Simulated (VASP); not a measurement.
# LiF (P6_3mc) in VASP: further runs

LiF is run at these levels: LDA; tasks: single point.

Program: VASP 6.6.1. These are calculated values, not measurements. Logs are shortened: lines on timing, memory, paths and dates and some standing lists are left out, and cuts for length are marked.

## Step 1: The cell of the first run

The structure is hexagonal, space group P6_3mc (No. 186). Conventional cell: a = 2.968 Å, b = 2.968 Å, c = 4.856 Å, α = 90.00°, β = 90.00°, γ = 120.00°. Li (site symmetry 3m) has 4 F at 1.75 to 2.09 Å within 2.3 Å. Within 2.3 Å of F (site symmetry 3m) lie 4 Li at 1.75 to 2.09 Å.

## Step 2: Single point, LDA

The input, INCAR:

```
SYSTEM = LiF
PREC = Accurate ; ENCUT = 520
EDIFF = 1E-6 ; ISMEAR = 0
SIGMA = 0.05 ; LREAL = .FALSE.
LASPH = .TRUE. ; NELM = 80
ALGO = Normal ; ISIF = 2
LWAVE = .FALSE. ; LCHARG = .TRUE.
LELF = .TRUE. ; LVHAR = .TRUE.
NBANDS = 18
```

The input, KPOINTS:

```
regular mesh
0
G
  9 9 6
  0 0 0
```

The input, POSCAR:

```
LiF
1.0
    2.9680706168      0.0000000000      0.0000000000
   -1.4840353084      2.5704245544      0.0000000000
    0.0000000000      0.0000000000      4.8557635292
Li F
2 2
Direct
    0.3333333333      0.6666666667      0.4214111656
    0.6666666667      0.3333333333      0.9214111656
    0.3333333333      0.6666666667      0.9910195924
    0.6666666667      0.3333333333      0.4910195924
```

Potentials or basis: VASP PAW LDA potentials, release 64 (Li_sv, F).

Run with:

```sh
$ cat potpaw_LDA.64/Li_sv/POTCAR potpaw_LDA.64/F/POTCAR > POTCAR
$ mpirun -np 1 vasp_std > vasp.out
```

OUTCAR:

```text
SYSTEM = LiF
   PREC = Accurate
   ENCUT = 520
   EDIFF = 1E-6
   ISMEAR = 0
   LREAL = .FALSE.
   LASPH = .TRUE.
   NELM = 80
   ISIF = 2

 ion  position               nearest neighbor table
   1  0.333  0.667  0.421-   4 1.75   4 1.75   4 1.75   3 2.09
   2  0.667  0.333  0.921-   3 1.75   3 1.75   3 1.75   4 2.09
   3  0.333  0.667  0.991-   2 1.75   2 1.75   2 1.75   1 2.09
   4  0.667  0.333  0.491-   1 1.75   1 1.75   1 1.75   2 2.09

  LATTYP: Found a hexagonal cell.
 ALAT       =     2.9680706168
 C/A-ratio  =     1.6360000000

  Lattice vectors:

 A1 = (   2.9680706168,   0.0000000000,   0.0000000000)
 A2 = (  -1.4840353084,   2.5704245544,   0.0000000000)
 A3 = (   0.0000000000,   0.0000000000,   4.8557635292)

Analysis of symmetry for initial positions (statically):
=====================================================================
 Subroutine PRICEL returns:
 Original cell was already a primitive cell.

 Routine SETGRP: Setting up the symmetry group for a
 hexagonal supercell.

 Subroutine GETGRP returns: Found 12 space group operations
 (whereof  6 operations were pure point group operations)
 out of a pool of 24 trial point group operations.

The static configuration has the point symmetry C_3v.
 The point group associated with its full space group is C_6v.

Analysis of symmetry for dynamics (positions and initial velocities):
=====================================================================
 Subroutine PRICEL returns:
 Original cell was already a primitive cell.

 Routine SETGRP: Setting up the symmetry group for a
 hexagonal supercell.

 Subroutine GETGRP returns: Found 12 space group operations
 (whereof  6 operations were pure point group operations)
 out of a pool of 24 trial point group operations.

The dynamic configuration has the point symmetry C_3v.
 The point group associated with its full space group is C_6v.

 Subroutine INISYM returns: Found 12 space group operations
 (whereof  6 operations are pure point group operations),
 and found     1 'primitive' translations

----------------------------------------------------------------------------------------

                                     Primitive cell

  volume of cell :      37.0456

  direct lattice vectors                    reciprocal lattice vectors
     2.968070617  0.000000000  0.000000000     0.336919207  0.194520395  0.000000000
    -1.484035308  2.570424554  0.000000000     0.000000000  0.389040790  0.000000000
     0.000000000  0.000000000  4.855763529     0.000000000  0.000000000  0.205940836

  length of vectors
     2.968070617  2.968070617  4.855763529     0.389040790  0.389040790  0.205940836

  position of ions in fractional coordinates (direct lattice)
     0.333333333  0.666666667  0.421411166
     0.666666667  0.333333333  0.921411166
     0.333333333  0.666666667  0.991019592
     0.666666667  0.333333333  0.491019592

  ion indices of the primitive-cell ions
   primitive index   ion index
                 1           1
                 2           2
                 3           3
                 4           4

----------------------------------------------------------------------------------------

 KPOINTS: regular mesh

Automatic generation of k-mesh.
 Grid dimensions read from file:
 generate k-points for:    9    9    6

 Generating k-lattice:

  Cartesian coordinates                     Fractional coordinates (reciprocal lattice)
     0.037435467  0.021613377  0.000000000     0.111111111  0.000000000  0.000000000
     0.000000000  0.043226754  0.000000000     0.000000000  0.111111111  0.000000000
     0.000000000  0.000000000  0.034323473     0.000000000  0.000000000  0.166666667

  Length of vectors
     0.043226754  0.043226754  0.034323473

  Shift w.r.t. Gamma in fractional coordinates (k-lattice)
     0.000000000  0.000000000  0.000000000

 Subroutine IBZKPT returns following result:
 ===========================================

 Found     48 irreducible k-points:

 Following reciprocal coordinates:
            Coordinates               Weight
  0.000000  0.000000  0.000000      1.000000
  0.111111 -0.000000  0.000000      6.000000
  0.222222 -0.000000  0.000000      6.000000
  0.333333 -0.000000  0.000000      6.000000
  0.444444 -0.000000  0.000000      6.000000
  0.111111  0.111111  0.000000      6.000000
[... 16 lines left out ...]
  0.333333  0.222222  0.166667     24.000000
  0.333333  0.333333  0.166667      4.000000
 [... further k-points ...]
   k-points           NKPTS =     48   k-points in BZ     NKDIM =     48   number of bands    NBANDS=     18
   number of dos      NEDOS =    301   number of ions     NIONS =      4
   total plane-waves  NPLWV =  20736
   dimension x,y,z NGX =    24 NGY =   24 NGZ =   36
   dimension x,y,z NGXF=    48 NGYF=   48 NGZF=   72
   ions per type =               2   2
   NGX,Y,Z   is equivalent  to a cutoff of  13.44, 13.44, 12.33 a.u.
   NGXF,Y,Z  is equivalent  to a cutoff of  26.89, 26.89, 24.65 a.u.
 SYSTEM =  LiF
   PREC   = accura    normal or accurate (medium, high low for compatibility)
   ISTART =      0    job   : 0-new  1-cont  2-samecut
   ICHARG =      2    charge: 1-file 2-atom 10-const
   ISPIN  =      1    spin polarized calculation?
   LNONCOLLINEAR =      F non collinear calculations
   LSORBIT =      F    spin-orbit coupling
   LASPH  =      T    aspherical Exc in radial PAW
   ENCUT  =  520.0 eV  38.22 Ry    6.18 a.u.   5.52  5.52  9.03*2*pi/ulx,y,z
   NELM   =     80;   NELMIN=  2; NELMDL= -5     # of ELM steps
   EDIFF  = 0.1E-05   stopping-criterion for ELM
   LREAL  =      F    real-space projection
   EDIFFG = 0.1E-04   stopping-criterion for IOM
   NSW    =      0    number of steps for IOM
   IBRION =     -1    ionic relax: 0-MD 1-quasi-New 2-CG
   NFREE  =      0    steps in history (QN), initial steepest desc. (CG)
   ISIF   =      2    stress and relaxation
   ISYM   =      2    0-nonsym 1-usesym 2-fastsym
   POTIM  = 0.5000    time-step for ionic-motion
   TEBEG  =    0.0;   TEEND  =   0.0 temperature during run
   PSTRESS=    0.0 pullay stress
   NELECT =      20.0000    total number of electrons
   NUPDOWN=      -1.0000    fix difference up-down
   EMIN   =  10.00;   EMAX   =-10.00  energy-range for DOS
   EFERMI =   0.00;   METHOD = LEGACY
   ISMEAR =     0;   SIGMA  =   0.05  broadening in eV -4-tet -1-fermi 0-gaus
   EFERMI_NEDOS =   21; number of points for ismear=-14 and -15
   IALGO  =     38    algorithm
   IMIX   =      4    mixing-type and parameters
     AMIX     =   0.40;   BMIX     =  1.00
     AMIX_MAG =   1.60;   BMIX_MAG =  1.00
  volume/ion in A,a.u.               =       9.26        62.50
  Fermi-wavevector in a.u.,A,eV,Ry     =   1.333028  2.519058 24.177060  1.776964
  Thomas-Fermi vector in A             =   2.461918
   LORBIT       =      0    0 simple, 1 ext, 2 COOP (PROOUT), +10 PAW based schemes
   GGA     = CA    functional components
   LHFCALC =     F    Hartree Fock is set to
   AEXX    =    0.0000 exact exchange contribution
   IVDW    =     0    specifies the selected vdW correction
   LEPSILON=     F    determine dielectric tensor
   LRPA    =     F    only Hartree local field effects (RPA)
 non-spin polarized calculation
 Gauss-broadening in eV      SIGMA  =   0.05
  energy-cutoff  :      520.00
  volume of cell :       37.05
 maximum number of plane-waves:      1038
 NGX is ok and might be reduce to    24
   NGX = 11   NGY = 11   NGZ = 19

 number of electron      20.0000027 magnetization

 Free energy of the ion-electron system (eV)
  ---------------------------------------------------
  ext. energy  EPLUGINS =         0.00000000
  ---------------------------------------------------
  free energy    TOTEN  =       -20.64407468 eV

  energy without entropy =      -20.64407468  energy(sigma->0) =      -20.64407468

 E-fermi :  -2.1237     XC(G=0):  -9.8548

 val. band max:       -2.3272160364   @ k =   0.0000   0.0000   0.0000
 cond. band min:       5.3728717438   @ k =   0.0000   0.0000   0.0000
 fundamental gap:      7.7000877802
 Fermi energy:        -2.1236533763

 k-point     1 :       0.0000    0.0000    0.0000
  band No.  band energies     occupation
      1     -41.5515      2.00000
      2     -41.5029      2.00000
      3     -21.5638      2.00000
      4     -21.2310      2.00000
      5      -5.0416      2.00000
      6      -3.0094      2.00000
[... 10 lines left out ...]
     17      17.5213      0.00000
     18      17.6526      0.00000

 k-point     2 :       0.1111   -0.0000    0.0000
  band No.  band energies     occupation
      1     -41.5444      2.00000
      2     -41.4984      2.00000
      3     -21.5530      2.00000
      4     -21.2386      2.00000
      5      -4.9424      2.00000
      6      -3.1508      2.00000
[... 10 lines left out ...]
     17      17.8420      0.00000
     18      17.8892      0.00000

 k-point     3 :       0.2222   -0.0000    0.0000
  band No.  band energies     occupation
      1     -41.5257      2.00000
      2     -41.4874      2.00000
      3     -21.5215      2.00000
      4     -21.2591      2.00000
      5      -4.6752      2.00000
      6      -3.5625      2.00000
[... 10 lines left out ...]
     17      17.9738      0.00000
     18      18.4035      0.00000

 k-point     4 :       0.3333   -0.0000    0.0000
  band No.  band energies     occupation
      1     -41.5034      2.00000
      2     -41.4758      2.00000
      3     -21.4762      2.00000
      4     -21.2905      2.00000
      5      -4.4311      2.00000
      6      -3.9134      2.00000
[... 375 lines left out ...]
      4     -21.3173      2.00000
      5      -4.4482      2.00000
      6      -4.1490      2.00000
[... 10 lines left out ...]
     17      17.0100      0.00000
     18      19.2394      0.00000

 k-point    23 :       0.3333    0.2222    0.1667
  band No.  band energies     occupation
      1     -41.4784      2.00000
      2     -41.4691      2.00000
      3     -21.4047      2.00000
      4     -21.3447      2.00000
      5      -4.7455      2.00000
      6      -4.0003      2.00000
[... 10 lines left out ...]
     17      16.3182      0.00000
     18      19.1559      0.00000

 k-point    24 :       0.3333    0.3333    0.1667
  band No.  band energies     occupation
      1     -41.4708      2.00000
      2     -41.4708      2.00000
      3     -21.3724      2.00000
      4     -21.3724      2.00000
      5      -4.8641      2.00000
      6      -3.9889      2.00000
[... 10 lines left out ...]
     17      15.9808      0.00000
     18      19.5172      0.00000

 [... further k-points ...]

------------------------ aborting loop because EDIFF is reached ----------------------------------------

  FORCE on cell =-STRESS in cart. coord.  units (eV):
  Direction    XX          YY          ZZ          XY          YZ          ZX
  --------------------------------------------------------------------------------------
  -------------------------------------------------------------------------------------
  Total        1.5104645      1.5104645     -1.3589661      0.0000000      0.0000000      0.0000000
  in kB       65.3257632     65.3257632    -58.7736378      0.0000000      0.0000000      0.0000000
  external PRESSURE =      23.9592962 kB  Pullay stress =       0.0000000 kB

 VOLUME and BASIS-vectors are now :
 -----------------------------------------------------------------------------
  energy-cutoff  :      520.00
  volume of cell :       37.05
      direct lattice vectors                 reciprocal lattice vectors
     2.968070617  0.000000000  0.000000000     0.336919207  0.194520395  0.000000000
    -1.484035308  2.570424554  0.000000000     0.000000000  0.389040790  0.000000000
     0.000000000  0.000000000  4.855763529     0.000000000  0.000000000  0.205940836

 POSITION                                       TOTAL-FORCE (eV/Angst)
 -----------------------------------------------------------------------------------
     -0.00000      1.71362      2.04627        -0.000000     -0.000000     -0.429611
      1.48404      0.85681      4.47415         0.000000      0.000000     -0.429611
     -0.00000      1.71362      4.81216         0.000000      0.000000      0.429611
      1.48404      0.85681      2.38428         0.000000     -0.000000      0.429611
 -----------------------------------------------------------------------------------
    total drift:                                0.000001      0.000001      0.001463

  FREE ENERGIE OF THE ION-ELECTRON SYSTEM (eV)
  ---------------------------------------------------
  free  energy   TOTEN  =       -20.6440746849 eV

  energy  without entropy=      -20.6440746849  energy(sigma->0) =      -20.64407468
```

Run time: 41 s. Hardware: 1 thread of Intel Xeon 8259CL, shared host; peak memory 0.14 GiB.

Results:

```
Free energy            : -20.6441 eV
Largest force          : 0.430 eV/Å
Band gap on the k mesh : 7.70 eV
```

Forces in eV/Å, atoms in the order of the input:
```
Li   0.000  0.000 -0.430
Li   0.000  0.000 -0.430
F    0.000  0.000  0.430
F    0.000  0.000  0.430
```

Caveat: the cutoff is under 1.25 times the usual one of these potentials, so pressure, stress and relaxed cells hold a basis-set (Pulay) error. A k mesh can miss the band edges.

## Step 3: Single point, LDA

The input, INCAR:

```
SYSTEM = LiF
PREC = Accurate
ENCUT = 520
EDIFF = 1E-6
ISMEAR = 0
SIGMA = 0.05
LREAL = .False.
LASPH = .True.
NELM = 100
ALGO = Normal
ISIF = 2
LWAVE = .False.
LCHARG = .False.
GGA = CA
NBANDS = 18
```

The input, KPOINTS:

```
regular mesh
0
Gamma
  9 9 6
  0 0 0
```

POSCAR, as its differences from that of step 2:

```diff
@@ -8,4 +8,4 @@
 Direct
-    0.3333333333      0.6666666667      0.4214111656
-    0.6666666667      0.3333333333      0.9214111656
+    0.3333333333      0.6666666667      0.3465456496
+    0.6666666667      0.3333333333      0.8465456496
     0.3333333333      0.6666666667      0.9910195924
```

Potentials or basis: VASP PAW LDA potentials, release 64 (Li_sv, F).

Run with:

```sh
$ cat potpaw_LDA.64/Li_sv/POTCAR potpaw_LDA.64/F/POTCAR > POTCAR
$ mpirun -np 1 vasp_std > vasp.out
```

It took 41 s on 1 thread of Intel Xeon 8259CL, shared host; peak memory 0.14 GiB.

It converged, with:

```
Free energy            : -20.7456 eV
Largest force          : 0.571 eV/Å
Band gap on the k mesh : 7.90 eV
```

Forces in eV/Å, atoms in the order of the input:
```
Li   0.000  0.000  0.571
Li   0.000  0.000  0.571
F    0.000  0.000 -0.571
F    0.000  0.000 -0.571
```

Levels at points of the mesh, in eV from the valence-band top:
| k point | band 7 | band 8 | band 9 | band 10 | band 11 | band 12 | band 13 | band 14 |
| --- | --- | --- | --- | --- | --- | --- | --- | --- |
| (0.00, 0.00, 0.00) | -0.32 | -0.22 | 0.00 | 0.00 | 7.90 | 11.97 | 15.28 | 19.14 |
| (0.00, 0.00, 0.50) | -0.16 | -0.16 | -0.16 | -0.16 | 9.46 | 9.46 | 17.70 | 17.70 |

Caveat: the cutoff is under 1.25 times the usual one of these potentials, so pressure, stress and relaxed cells hold a basis-set (Pulay) error.

(Continued in part 2 of 2.)
